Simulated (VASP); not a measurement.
# TaN (P-62m) in VASP: a series of runs

The runs below take TaN through single point, relaxation of cell and atoms, with r2SCAN, RPBE+D3(BJ).

All numbers are computed with VASP 6.6.1; they aren't measurements. Logs are shortened: lines on timing, memory, paths and dates and some standing lists are left out, and cuts for length are marked.

## 1. The cell of the first run

Symmetry: P-62m, No. 189, hexagonal system. The conventional cell has a = 5.200 Å, b = 5.200 Å, c = 2.910 Å, α = 90.00°, β = 90.00°, γ = 120.00°. Ta (site symmetry -62m) has 3 N at 2.04 Å within 2.7 Å. Within 2.9 Å of Ta (site symmetry -6) lie 6 N at 2.16 Å. N (site symmetry m2m) has 5 Ta at 2.04 to 2.16 Å within 2.7 Å.

## 2. Single point, r2SCAN

Contents of POSCAR:

```
TaN
1.0
    5.2001245879      0.0000000000      0.0000000000
   -2.6000622939      4.5034399959      0.0000000000
    0.0000000000      0.0000000000      2.9098250546
Ta N
3 3
Direct
    0.0000000000      0.0000000000      0.0000000000
    0.6666666667      0.3333333333      0.5000000000
    0.3333333333      0.6666666667      0.5000000000
    0.0000000000      0.3925078875      0.0000000000
    0.6074921125      0.6074921125      0.0000000000
    0.3925078875      0.0000000000      0.0000000000
```

Contents of INCAR.step1:

```
  PREC = Accurate
  ENCUT = 520
  ISMEAR = -1
  SIGMA = 0.05
  LREAL = False
  LASPH = True
  NELM = 60
  NBANDS = 33
  GGA = PE
  ALGO = Normal
  EDIFF = 1E-4
  LWAVE = True
  LCHARG = False
```

Contents of INCAR.step2:

```
  PREC = Accurate
  ENCUT = 520
  EDIFF = 1E-7
  ISMEAR = -1
  SIGMA = 0.05
  LREAL = False
  LASPH = True
  NELM = 60
  ALGO = Normal
  ISIF = 2
  LWAVE = False
  LCHARG = True
  METAGGA = R2SCAN
  LMIXTAU = True
  LELF = True
  LVHAR = True
  NBANDS = 33
  ISTART = 1
```

Contents of KPOINTS:

```
regular mesh
0
Gamma
  6 6 9
```

Potentials or basis: VASP PAW PBE potentials, release 64 (Ta_pv, N).

Command:

```
$ cat potpaw_PBE.64/Ta_pv/POTCAR potpaw_PBE.64/N/POTCAR > POTCAR
$ cp INCAR.step1 INCAR
$ mpirun -np 1 vasp_std > vasp.out
$ cp INCAR.step2 INCAR
$ mpirun -np 1 vasp_std > vasp.out
```

OUTCAR:

```text
PREC = Accurate
   ENCUT = 520
   EDIFF = 1E-7
   ISMEAR = -1
   LREAL = False
   LASPH = True
   NELM = 60
   ISIF = 2
   METAGGA = R2SCAN
   ISTART = 1

 ion  position               nearest neighbor table
   1  0.000  0.000  0.000-   4 2.04   5 2.04   6 2.04   3 3.34   2 3.34   2 3.34   3 3.34   3 3.34
                             3 3.34   2 3.34   2 3.34   2 3.34   2 3.34   3 3.34   3 3.34
   2  0.667  0.333  0.500-   4 2.16   4 2.16   6 2.16   6 2.16   5 2.16   5 2.16   3 3.00   3 3.00
                             3 3.00   1 3.34   1 3.34   1 3.34   1 3.34   1 3.34   1 3.34
   3  0.333  0.667  0.500-   6 2.16   6 2.16   4 2.16   4 2.16   5 2.16   5 2.16   2 3.00   2 3.00
                             2 3.00   1 3.34   1 3.34   1 3.34   1 3.34   1 3.34   1 3.34
   4  0.000  0.393  0.000-   1 2.04   2 2.16   2 2.16   3 2.16   3 2.16
   5  0.607  0.607  0.000-   1 2.04   2 2.16   2 2.16   3 2.16   3 2.16
   6  0.393  0.000  0.000-   1 2.04   3 2.16   3 2.16   2 2.16   2 2.16

  LATTYP: Found a hexagonal cell.
 ALAT       =     5.2001245879
 C/A-ratio  =     0.5595683345

  Lattice vectors:

 A1 = (   5.2001245879,   0.0000000000,   0.0000000000)
 A2 = (  -2.6000622939,   4.5034399959,   0.0000000000)
 A3 = (   0.0000000000,   0.0000000000,   2.9098250546)

Analysis of symmetry for initial positions (statically):
=====================================================================
 Subroutine PRICEL returns:
 Original cell was already a primitive cell.

 Routine SETGRP: Setting up the symmetry group for a
 hexagonal supercell.

 Subroutine GETGRP returns: Found 12 space group operations
 (whereof 12 operations were pure point group operations)
 out of a pool of 24 trial point group operations.

The static configuration has the point symmetry D_3h.

Analysis of symmetry for dynamics (positions and initial velocities):
=====================================================================
 Subroutine PRICEL returns:
 Original cell was already a primitive cell.

 Routine SETGRP: Setting up the symmetry group for a
 hexagonal supercell.

 Subroutine GETGRP returns: Found 12 space group operations
 (whereof 12 operations were pure point group operations)
 out of a pool of 24 trial point group operations.

The dynamic configuration has the point symmetry D_3h.

 Subroutine INISYM returns: Found 12 space group operations
 (whereof 12 operations are pure point group operations),
 and found     1 'primitive' translations

----------------------------------------------------------------------------------------

                                     Primitive cell

  volume of cell :      68.1436

  direct lattice vectors                    reciprocal lattice vectors
     5.200124588  0.000000000  0.000000000     0.192303085  0.111026238  0.000000000
    -2.600062294  4.503439996  0.000000000     0.000000000  0.222052476  0.000000000
     0.000000000  0.000000000  2.909825055     0.000000000  0.000000000  0.343663272

  length of vectors
     5.200124588  5.200124588  2.909825055     0.222052476  0.222052476  0.343663272

  position of ions in fractional coordinates (direct lattice)
     0.000000000  0.000000000  0.000000000
     0.666666667  0.333333333  0.500000000
     0.333333333  0.666666667  0.500000000
     1.000000000  0.392507888  0.000000000
     0.607492112  0.607492112  0.000000000
     0.392507888  0.000000000  0.000000000

  ion indices of the primitive-cell ions
   primitive index   ion index
                 1           1
                 2           2
                 3           3
                 4           4
                 5           5
                 6           6

----------------------------------------------------------------------------------------

 KPOINTS: regular mesh

Automatic generation of k-mesh.
 Grid dimensions read from file:
 generate k-points for:    6    6    9

 Generating k-lattice:

  Cartesian coordinates                     Fractional coordinates (reciprocal lattice)
     0.032050514  0.018504373  0.000000000     0.166666667 -0.000000000  0.000000000
     0.000000000  0.037008746  0.000000000     0.000000000  0.166666667  0.000000000
     0.000000000  0.000000000  0.038184808     0.000000000  0.000000000  0.111111111

  Length of vectors
     0.037008746  0.037008746  0.038184808

  Shift w.r.t. Gamma in fractional coordinates (k-lattice)
     0.000000000  0.000000000  0.000000000

 Subroutine IBZKPT returns following result:
 ===========================================

 Found     35 irreducible k-points:

 Following reciprocal coordinates:
            Coordinates               Weight
  0.000000  0.000000  0.000000      1.000000
  0.166667  0.000000  0.000000      6.000000
  0.333333 -0.000000  0.000000      6.000000
  0.500000  0.000000  0.000000      3.000000
  0.166667  0.166667  0.000000      6.000000
  0.333333  0.166667  0.000000     12.000000
[... 16 lines left out ...]
  0.166667  0.000000  0.333333     12.000000
  0.333333 -0.000000  0.333333     12.000000
 [... further k-points ...]
   k-points           NKPTS =     35   k-points in BZ     NKDIM =     35   number of bands    NBANDS=     33
   number of dos      NEDOS =    301   number of ions     NIONS =      6
   total plane-waves  NPLWV =  38400
   dimension x,y,z NGX =    40 NGY =   40 NGZ =   24
   dimension x,y,z NGXF=    80 NGYF=   80 NGZF=   48
   ions per type =               3   3
   NGX,Y,Z   is equivalent  to a cutoff of  12.79, 12.79, 13.71 a.u.
   NGXF,Y,Z  is equivalent  to a cutoff of  25.58, 25.58, 27.42 a.u.
 SYSTEM =  unknown system
   PREC   = accura    normal or accurate (medium, high low for compatibility)
   ISTART =      1    job   : 0-new  1-cont  2-samecut
   ICHARG =      0    charge: 1-file 2-atom 10-const
   ISPIN  =      1    spin polarized calculation?
   LNONCOLLINEAR =      F non collinear calculations
   LSORBIT =      F    spin-orbit coupling
   LASPH  =      T    aspherical Exc in radial PAW
   ENCUT  =  520.0 eV  38.22 Ry    6.18 a.u.   9.67  9.67  5.41*2*pi/ulx,y,z
   NELM   =     60;   NELMIN=  2; NELMDL=  0     # of ELM steps
   EDIFF  = 0.1E-06   stopping-criterion for ELM
   LREAL  =      F    real-space projection
   EDIFFG = 0.1E-05   stopping-criterion for IOM
   NSW    =      0    number of steps for IOM
   IBRION =     -1    ionic relax: 0-MD 1-quasi-New 2-CG
   NFREE  =      0    steps in history (QN), initial steepest desc. (CG)
   ISIF   =      2    stress and relaxation
   ISYM   =      2    0-nonsym 1-usesym 2-fastsym
   POTIM  = 0.5000    time-step for ionic-motion
   TEBEG  =    0.0;   TEEND  =   0.0 temperature during run
   PSTRESS=    0.0 pullay stress
   NELECT =      48.0000    total number of electrons
   NUPDOWN=      -1.0000    fix difference up-down
   EMIN   =  10.00;   EMAX   =-10.00  energy-range for DOS
   EFERMI =   0.00;   METHOD = LEGACY
   ISMEAR =    -1;   SIGMA  =   0.05  broadening in eV -4-tet -1-fermi 0-gaus
   EFERMI_NEDOS =   21; number of points for ismear=-14 and -15
   IALGO  =     38    algorithm
   IMIX   =      4    mixing-type and parameters
     AMIX     =   0.40;   BMIX     =  1.00
     AMIX_MAG =   1.60;   BMIX_MAG =  1.00
  volume/ion in A,a.u.               =      11.36        76.64
  Fermi-wavevector in a.u.,A,eV,Ry     =   1.456622  2.752617 28.868135  2.121748
  Thomas-Fermi vector in A             =   2.573519
   LORBIT       =      0    0 simple, 1 ext, 2 COOP (PROOUT), +10 PAW based schemes
   METAGGA = R2SCAN    functional components
   LHFCALC =     F    Hartree Fock is set to
   AEXX    =    0.0000 exact exchange contribution
   IVDW    =     0    specifies the selected vdW correction
   LEPSILON=     F    determine dielectric tensor
   LRPA    =     F    only Hartree local field effects (RPA)
 non-spin polarized calculation
  energy-cutoff  :      520.00
  volume of cell :       68.14
 maximum number of plane-waves:      1853
 NGX is ok and might be reduce to    40
   NGX = 19   NGY = 19   NGZ = 11

 number of electron      48.0000001 magnetization

 Free energy of the ion-electron system (eV)
  ---------------------------------------------------
  ext. energy  EPLUGINS =         0.00000000
  ---------------------------------------------------
  free energy    TOTEN  =      -181.30212626 eV

  energy without entropy =     -181.29626825  energy(sigma->0) =     -181.29919725

 E-fermi :   8.2691     XC(G=0): -13.9791

 val. band max:        8.2168261892   @ k =   0.1667   0.0000   0.3333
 cond. band min:       8.2733218102   @ k =   0.0000   0.0000   0.2222
 fundamental gap:      0.0564956211
 Fermi energy:         8.2690629658

 k-point     1 :       0.0000    0.0000    0.0000
  band No.  band energies     occupation
      1     -29.2849      2.00000
      2     -29.2849      2.00000
      3     -28.9163      2.00000
      4     -28.9163      2.00000
      5     -28.7365      2.00000
      6     -28.6258      2.00000
[... 25 lines left out ...]
     32      11.6757      0.00000
     33      11.6757      0.00000

 k-point     2 :       0.1667    0.0000    0.0000
  band No.  band energies     occupation
      1     -29.3073      2.00000
      2     -29.2767      2.00000
      3     -28.9009      2.00000
      4     -28.8878      2.00000
      5     -28.7296      2.00000
      6     -28.6321      2.00000
[... 25 lines left out ...]
     32      11.6918      0.00000
     33      11.8887      0.00000

 k-point     3 :       0.3333   -0.0000    0.0000
  band No.  band energies     occupation
      1     -29.3454      2.00000
      2     -29.2296      2.00000
      3     -28.9254      2.00000
      4     -28.8367      2.00000
      5     -28.7119      2.00000
      6     -28.6487      2.00000
[... 25 lines left out ...]
     32      12.3707      0.00000
     33      12.4510      0.00000

 k-point     4 :       0.5000    0.0000    0.0000
  band No.  band energies     occupation
      1     -29.3622      2.00000
      2     -29.1743      2.00000
      3     -28.9847      2.00000
      4     -28.8128      2.00000
      5     -28.6979      2.00000
      6     -28.6622      2.00000
[... 673 lines left out ...]
     32      11.9268      0.00000
     33      12.8764      0.00000

 k-point    23 :       0.1667    0.0000    0.3333
  band No.  band energies     occupation
      1     -29.3955      2.00000
      2     -29.2289      2.00000
      3     -29.1794      2.00000
      4     -29.1509      2.00000
      5     -28.8050      2.00000
      6     -28.7777      2.00000
[... 25 lines left out ...]
     32      11.8874      0.00000
     33      13.2458      0.00000

 k-point    24 :       0.3333   -0.0000    0.3333
  band No.  band energies     occupation
      1     -29.3796      2.00000
      2     -29.2595      2.00000
      3     -29.2009      2.00000
      4     -29.1092      2.00000
      5     -28.8464      2.00000
      6     -28.7510      2.00000
[... 25 lines left out ...]
     32      12.1519      0.00000
     33      13.6588      0.00000

 [... further k-points ...]
[... 5 lines left out ...]
  --------------------------------------------------------------------------------------
  -------------------------------------------------------------------------------------
  Total        0.6807059      0.6807059      0.6301979      0.0000000      0.0000000      0.0000000
  in kB       16.0046097     16.0046097     14.8170758      0.0000000      0.0000000      0.0000000
  external PRESSURE =      15.6087651 kB  Pullay stress =       0.0000000 kB

 VOLUME and BASIS-vectors are now :
 -----------------------------------------------------------------------------
  energy-cutoff  :      520.00
  volume of cell :       68.14
      direct lattice vectors                 reciprocal lattice vectors
     5.200124588  0.000000000  0.000000000     0.192303085  0.111026238  0.000000000
    -2.600062294  4.503439996  0.000000000     0.000000000  0.222052476  0.000000000
     0.000000000  0.000000000  2.909825055     0.000000000  0.000000000  0.343663272

 POSITION                                       TOTAL-FORCE (eV/Angst)
 -----------------------------------------------------------------------------------
      0.00000      0.00000      0.00000         0.000000     -0.000000     -0.000000
      2.60006      1.50115      1.45491         0.000000     -0.000000     -0.000000
     -0.00000      3.00229      1.45491         0.000000     -0.000000     -0.000000
     -1.02054      1.76764      0.00000        -0.000095      0.000164      0.000000
      1.57952      2.73580      0.00000        -0.000095     -0.000164     -0.000000
      2.04109      0.00000      0.00000         0.000190     -0.000000      0.000000
 -----------------------------------------------------------------------------------
    total drift:                                0.000003      0.000005      0.000000

  FREE ENERGIE OF THE ION-ELECTRON SYSTEM (eV)
  ---------------------------------------------------
  free  energy   TOTEN  =      -181.3021262592 eV

  energy  without entropy=     -181.2962682464  energy(sigma->0) =     -181.29919725
```

It took 6.1 min on 1 thread of Intel Xeon 8259CL, shared host; peak memory 0.24 GiB.

What came out:

| Property | Result |
| --- | --- |
| Free energy | -181.3021 eV |
| Pressure | 1.6 GPa |
| Band gap on the k mesh | zero (band 24 reaches 10.05 eV, above the bottom of band 25 at 6.93 eV) |

Caveat: the PAW data sets were made with another functional, which shifts forces and pressure a little; spin-orbit coupling is left out, which moves the levels of the heavy elements.

[end of part 1 of 2]
